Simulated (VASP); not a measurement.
# GaN in VASP: single point with PBEsol

Aim: the single point of GaN with PBEsol.

Everything below comes from runs of VASP 6.6.1. Logs are shortened: lines on timing, memory, paths and dates and some standing lists are left out, and cuts for length are marked.

**1. The cell of the first run**

The cell holds a slab with vacuum, 8 atoms: a = 3.206 Å, b = 3.206 Å, c = 33.352 Å, α = 90.00°, β = 90.00°, γ = 120.00°.

**2. Single point, PBEsol**

The input, INCAR:

```
SYSTEM = GaN
PREC     = Accurate       ! precision mode
ENCUT    = 520            ! plane-wave cutoff, eV
EDIFF    = 1E-6           ! SCF threshold, eV
ISMEAR   = 0              ! smearing method
SIGMA    = 0.1            ! smearing width, eV
LREAL    = .FALSE.        ! projectors in reciprocal space
LASPH    = .TRUE.         ! aspherical terms in the spheres
NELM     = 100            ! most SCF steps
ALGO     = Normal         ! electronic algorithm
ISIF     = 2              ! what is computed and relaxed
LWAVE    = .FALSE.        ! write WAVECAR
LCHARG   = .FALSE.        ! write CHGCAR
LDIPOL   = .TRUE.       
IDIPOL   = 3            
DIPOL    = 0.5 0.5 0.647
GGA      = PS             ! functional
NBANDS   = 46             ! bands
```

The input, KPOINTS:

```
Automatic mesh
0
G
  12 12 1
  0 0 0
```

The input, POSCAR:

```
GaN
1.0
    3.2062346808      0.0000000000      0.0000000000
   -1.6031173404      2.7766806841      0.0000000000
    0.0000000000      0.0000000000     33.3519125844
N Ga
4 4
Direct
    0.5106757841      0.4893242159      0.5187909630
    0.1708566040      0.8291433960      0.5985226589
    0.5044436231      0.4955563769      0.6760083529
    0.1709141349      0.8290858651      0.7543602288
    0.1880682697      0.8119317303      0.5400575827
    0.5046423981      0.4953576019      0.6174662413
    0.1711213322      0.8288786678      0.6951276313
    0.5042181784      0.4957818216      0.7741539677
```

Potentials or basis: VASP PAW PBE potentials, release 64 (N, Ga_d).

Started as:

```bash
$ cat potpaw_PBE.64/N/POTCAR potpaw_PBE.64/Ga_d/POTCAR > POTCAR
$ mpirun -np 1 vasp_std > vasp.out
```

OUTCAR:

```text
SYSTEM = GaN
   PREC = Accurate
   ENCUT = 520
   EDIFF = 1E-6
   ISMEAR = 0
   LREAL = .FALSE.
   LASPH = .TRUE.
   NELM = 100
   ISIF = 2
   GGA = PS

 ion  position               nearest neighbor table
   1  0.511  0.489  0.519-   5 1.93   5 2.01   5 2.01
   2  0.171  0.829  0.599-   5 1.95   6 1.95   6 1.95   6 1.96
   3  0.504  0.496  0.676-   6 1.95   7 1.96   7 1.96   7 1.96
   4  0.171  0.829  0.754-   8 1.97   8 1.97   8 1.97   7 1.98
   5  0.188  0.812  0.540-   1 1.93   2 1.95   1 2.01   1 2.01
   6  0.505  0.495  0.617-   3 1.95   2 1.95   2 1.95   2 1.96
   7  0.171  0.829  0.695-   3 1.96   3 1.96   3 1.96   4 1.98
   8  0.504  0.496  0.774-   4 1.97   4 1.97   4 1.97

  LATTYP: Found a hexagonal cell.
 ALAT       =     3.2062346808
 C/A-ratio  =    10.4022056726

  Lattice vectors:

 A1 = (   3.2062346808,   0.0000000000,   0.0000000000)
 A2 = (  -1.6031173404,   2.7766806841,   0.0000000000)
 A3 = (   0.0000000000,   0.0000000000,  33.3519125844)

Analysis of symmetry for initial positions (statically):
=====================================================================
 Subroutine PRICEL returns:
 Original cell was already a primitive cell.

 Routine SETGRP: Setting up the symmetry group for a
 hexagonal supercell.

 Subroutine GETGRP returns: Found  2 space group operations
 (whereof  2 operations were pure point group operations)
 out of a pool of 24 trial point group operations.

The static configuration has the point symmetry C_1h.

Analysis of symmetry for dynamics (positions and initial velocities):
=====================================================================
 Subroutine PRICEL returns:
 Original cell was already a primitive cell.

 Routine SETGRP: Setting up the symmetry group for a
 hexagonal supercell.

 Subroutine GETGRP returns: Found  2 space group operations
 (whereof  2 operations were pure point group operations)
 out of a pool of 24 trial point group operations.

The dynamic configuration has the point symmetry C_1h.

 Subroutine INISYM returns: Found  2 space group operations
 (whereof  2 operations are pure point group operations),
 and found     1 'primitive' translations

----------------------------------------------------------------------------------------

                                     Primitive cell

  volume of cell :     296.9217

  direct lattice vectors                    reciprocal lattice vectors
     3.206234681  0.000000000  0.000000000     0.311892328  0.180071120  0.000000000
    -1.603117340  2.776680684  0.000000000     0.000000000  0.360142240  0.000000000
     0.000000000  0.000000000 33.351912584     0.000000000  0.000000000  0.029983288

  length of vectors
     3.206234681  3.206234681 33.351912584     0.360142240  0.360142240  0.029983288

  position of ions in fractional coordinates (direct lattice)
     0.510675784  0.489324216  0.518790963
     0.170856604  0.829143396  0.598522659
     0.504443623  0.495556377  0.676008353
     0.170914135  0.829085865  0.754360229
     0.188068270  0.811931730  0.540057583
     0.504642398  0.495357602  0.617466241
     0.171121332  0.828878668  0.695127631
     0.504218178  0.495781822  0.774153968

  ion indices of the primitive-cell ions
   primitive index   ion index
                 1           1
                 2           2
                 3           3
                 4           4
                 5           5
                 6           6
                 7           7
                 8           8

----------------------------------------------------------------------------------------

 KPOINTS: Automatic mesh

Automatic generation of k-mesh.
 Grid dimensions read from file:
 generate k-points for:   12   12    1

 Generating k-lattice:

  Cartesian coordinates                     Fractional coordinates (reciprocal lattice)
     0.025991027  0.015005927  0.000000000     0.083333333  0.000000000  0.000000000
     0.000000000  0.030011853  0.000000000     0.000000000  0.083333333  0.000000000
     0.000000000  0.000000000  0.029983288     0.000000000  0.000000000  1.000000000

  Length of vectors
     0.030011853  0.030011853  0.029983288

  Shift w.r.t. Gamma in fractional coordinates (k-lattice)
     0.000000000  0.000000000  0.000000000

 Subroutine IBZKPT returns following result:
 ===========================================

 Found     43 irreducible k-points:

 Following reciprocal coordinates:
            Coordinates               Weight
  0.000000  0.000000  0.000000      1.000000
  0.083333  0.000000  0.000000      4.000000
 -0.083333  0.083333  0.000000      2.000000
  0.166667  0.000000  0.000000      4.000000
 -0.166667  0.166667  0.000000      2.000000
  0.250000 -0.000000  0.000000      4.000000
[... 16 lines left out ...]
 -0.083333  0.416667  0.000000      4.000000
 -0.416667  0.333333  0.000000      4.000000
 [... further k-points ...]
   k-points           NKPTS =     43   k-points in BZ     NKDIM =     43   number of bands    NBANDS=     46
   number of dos      NEDOS =    301   number of ions     NIONS =      8
   total plane-waves  NPLWV = 144000
   dimension x,y,z NGX =    24 NGY =   24 NGZ =  250
   dimension x,y,z NGXF=    48 NGYF=   48 NGZF=  500
   ions per type =               4   4
   NGX,Y,Z   is equivalent  to a cutoff of  12.44, 12.44, 12.46 a.u.
   NGXF,Y,Z  is equivalent  to a cutoff of  24.89, 24.89, 24.92 a.u.
 SYSTEM =  GaN
   PREC   = accura    normal or accurate (medium, high low for compatibility)
   ISTART =      0    job   : 0-new  1-cont  2-samecut
   ICHARG =      2    charge: 1-file 2-atom 10-const
   ISPIN  =      1    spin polarized calculation?
   LNONCOLLINEAR =      F non collinear calculations
   LSORBIT =      F    spin-orbit coupling
   LASPH  =      T    aspherical Exc in radial PAW
   ENCUT  =  520.0 eV  38.22 Ry    6.18 a.u.   5.96  5.96 62.01*2*pi/ulx,y,z
   NELM   =    100;   NELMIN=  2; NELMDL= -5     # of ELM steps
   EDIFF  = 0.1E-05   stopping-criterion for ELM
   LREAL  =      F    real-space projection
   EDIFFG = 0.1E-04   stopping-criterion for IOM
   NSW    =      0    number of steps for IOM
   IBRION =     -1    ionic relax: 0-MD 1-quasi-New 2-CG
   NFREE  =      0    steps in history (QN), initial steepest desc. (CG)
   ISIF   =      2    stress and relaxation
   ISYM   =      2    0-nonsym 1-usesym 2-fastsym
   POTIM  = 0.5000    time-step for ionic-motion
   TEBEG  =    0.0;   TEEND  =   0.0 temperature during run
   PSTRESS=    0.0 pullay stress
   NELECT =      72.0000    total number of electrons
   NUPDOWN=      -1.0000    fix difference up-down
   EMIN   =  10.00;   EMAX   =-10.00  energy-range for DOS
   EFERMI =   0.00;   METHOD = LEGACY
   ISMEAR =     0;   SIGMA  =   0.10  broadening in eV -4-tet -1-fermi 0-gaus
   EFERMI_NEDOS =   21; number of points for ismear=-14 and -15
   IALGO  =     38    algorithm
   IMIX   =      4    mixing-type and parameters
     AMIX     =   0.40;   BMIX     =  1.00
     AMIX_MAG =   1.60;   BMIX_MAG =  1.00
  volume/ion in A,a.u.               =      37.12       250.47
  Fermi-wavevector in a.u.,A,eV,Ry     =   1.020873  1.929170 14.179739  1.042181
  Thomas-Fermi vector in A             =   2.154466
   LORBIT       =      0    0 simple, 1 ext, 2 COOP (PROOUT), +10 PAW based schemes
   GGA     = PS    functional components
   LHFCALC =     F    Hartree Fock is set to
   AEXX    =    0.0000 exact exchange contribution
   IVDW    =     0    specifies the selected vdW correction
   LEPSILON=     F    determine dielectric tensor
   LRPA    =     F    only Hartree local field effects (RPA)
 non-spin polarized calculation
 Gauss-broadening in eV      SIGMA  =   0.10
  energy-cutoff  :      520.00
  volume of cell :      296.92
 maximum number of plane-waves:      8070
   NGX = 11   NGY = 11   NGZ =125

 dipolmoment           0.000000      0.000000      0.005359 electrons x Angstroem

 number of electron      71.9999991 magnetization

 dipolmoment           0.000000      0.000000     -0.177303 electrons x Angstroem

 Free energy of the ion-electron system (eV)
  ---------------------------------------------------
  ext. energy  EPLUGINS =         0.00000000
  ---------------------------------------------------
  free energy    TOTEN  =       -48.75056325 eV

  energy without entropy =      -48.71183498  energy(sigma->0) =      -48.73119911

 E-fermi :  -2.2995     XC(G=0):  -4.2348

 val. band max:       -2.3002635655   @ k =   0.3333   0.3333   0.0000
 cond. band min:      -2.2791654466   @ k =   0.0833   0.0000   0.0000
 fundamental gap:      0.0210981190
 Fermi energy:        -2.2995382878

 k-point     1 :       0.0000    0.0000    0.0000
  band No.  band energies     occupation
      1     -19.5503      2.00000
      2     -18.8961      2.00000
      3     -18.1307      2.00000
      4     -17.7661      2.00000
      5     -17.7660      2.00000
      6     -17.6063      2.00000
[... 38 lines left out ...]
     45       4.9067      0.00000
     46       5.1174      0.00000

 k-point     2 :       0.0833    0.0000    0.0000
  band No.  band energies     occupation
      1     -19.5016      2.00000
      2     -18.8549      2.00000
      3     -18.0914      2.00000
      4     -17.7714      2.00000
      5     -17.7576      2.00000
      6     -17.6067      2.00000
[... 38 lines left out ...]
     45       4.7233      0.00000
     46       5.1307      0.00000

 k-point     3 :      -0.0833    0.0833    0.0000
  band No.  band energies     occupation
      1     -19.5016      2.00000
      2     -18.8549      2.00000
      3     -18.0914      2.00000
      4     -17.7715      2.00000
      5     -17.7575      2.00000
      6     -17.6066      2.00000
[... 38 lines left out ...]
     45       4.7237      0.00000
     46       5.1298      0.00000

 k-point     4 :       0.1667    0.0000    0.0000
  band No.  band energies     occupation
      1     -19.3781      2.00000
      2     -18.7475      2.00000
      3     -17.9892      2.00000
      4     -17.7705      2.00000
      5     -17.7376      2.00000
      6     -17.6174      2.00000
[... 920 lines left out ...]
     45       4.9145      0.00000
     46       5.2273      0.00000

 k-point    23 :      -0.0833    0.4167    0.0000
  band No.  band energies     occupation
      1     -19.0962      2.00000
      2     -18.4616      2.00000
      3     -17.7372      2.00000
      4     -17.7185      2.00000
      5     -17.7093      2.00000
      6     -17.6255      2.00000
[... 38 lines left out ...]
     45       4.9167      0.00000
     46       5.2242      0.00000

 k-point    24 :      -0.4167    0.3333    0.0000
  band No.  band energies     occupation
      1     -19.0961      2.00000
      2     -18.4615      2.00000
      3     -17.7372      2.00000
      4     -17.7190      2.00000
      5     -17.7093      2.00000
      6     -17.6255      2.00000
[... 38 lines left out ...]
     45       4.8823      0.00000
     46       5.1999      0.00000

 [... further k-points ...]

------------------------ aborting loop because EDIFF is reached ----------------------------------------

 vacuum level on the upper side and lower side of the slab       (xc-potential included)        -1.953         1.616

  FORCE on cell =-STRESS in cart. coord.  units (eV):
  Direction    XX          YY          ZZ          XY          YZ          ZX
  --------------------------------------------------------------------------------------
  -------------------------------------------------------------------------------------
  Total       -3.5699740     -3.9621751     -0.3077790     -0.3396562      0.0827574     -0.1433415
  in kB      -19.2634309    -21.3797320     -1.6607628     -1.8327705      0.4465557     -0.7734649
  external PRESSURE =     -14.1013086 kB  Pullay stress =       0.0000000 kB

 VOLUME and BASIS-vectors are now :
 -----------------------------------------------------------------------------
  energy-cutoff  :      520.00
  volume of cell :      296.92
      direct lattice vectors                 reciprocal lattice vectors
     3.206234681  0.000000000  0.000000000     0.311892328  0.180071120  0.000000000
    -1.603117340  2.776680684  0.000000000     0.000000000  0.360142240  0.000000000
     0.000000000  0.000000000 33.351912584     0.000000000  0.000000000  0.029983288

 POSITION                                       TOTAL-FORCE (eV/Angst)
 -----------------------------------------------------------------------------------
      0.85290      1.35870     17.30267         0.433944     -0.250538      1.835846
     -0.78141      2.30227     19.96188         0.062099     -0.035853      1.042171
      0.82293      1.37600     22.54617         0.005048     -0.002914      0.860864
     -0.78113      2.30211     25.15936        -0.000488      0.000282      0.723196
     -0.69863      2.25448     18.01195        -0.505708      0.291970     -2.320199
      0.82389      1.37545     20.59368         0.002692     -0.001554     -0.886459
     -0.78013      2.30153     23.18384        -0.000146      0.000084     -0.769656
      0.82185      1.37663     25.81952         0.002559     -0.001477     -0.485764
 -----------------------------------------------------------------------------------
    total drift:                                0.002247     -0.001297      0.000737

  FREE ENERGIE OF THE ION-ELECTRON SYSTEM (eV)
  ---------------------------------------------------
  free  energy   TOTEN  =       -48.7505632491 eV

  energy  without entropy=      -48.7118349803  energy(sigma->0) =      -48.73119911

 vacuum level on the upper side and lower side of the slab         1.764         5.383
```

It took 12 min on 1 thread of Intel Xeon 6975P-C (Granite Rapids), shared host; peak memory 0.65 GiB.

Results:

```
Free energy            : -48.7506 eV
Largest force          : 2.393 eV/Å
Band gap on the k mesh : zero (bands 36 and 37 overlap by 0.47 eV)
```

Forces on the atoms (eV/Å):
```
N    0.434 -0.251  1.836
N    0.062 -0.036  1.042
N    0.005 -0.003  0.861
N    0.000  0.000  0.723
Ga  -0.506  0.292 -2.320
Ga   0.003 -0.002 -0.886
Ga   0.000  0.000 -0.770
Ga   0.003 -0.001 -0.486
```

Levels at points of the mesh, in eV from the Fermi level:
| k point | band 32 | band 33 | band 34 | band 35 | band 36 | band 37 | band 38 | band 39 | band 40 | band 41 |
| --- | --- | --- | --- | --- | --- | --- | --- | --- | --- | --- |
| (0.00, 0.00, 0.00) | -1.17 | -1.02 | -1.01 | -0.11 | 0.34 | 0.55 | 2.01 | 2.59 | 3.19 | 4.12 |
| (0.50, 0.00, 0.00) | -3.18 | -2.44 | -2.32 | -0.81 | -0.16 | 0.33 | 2.53 | 3.64 | 4.11 | 5.01 |
| (0.50, 0.50, 0.00) | -3.18 | -2.52 | -2.31 | -0.75 | -0.16 | 0.33 | 2.53 | 3.62 | 4.12 | 5.06 |

Caveat: the PAW data sets were made with another functional, which shifts forces and pressure a little.

The gap in the log of VASP goes by the Fermi energy; the results here count the filled bands.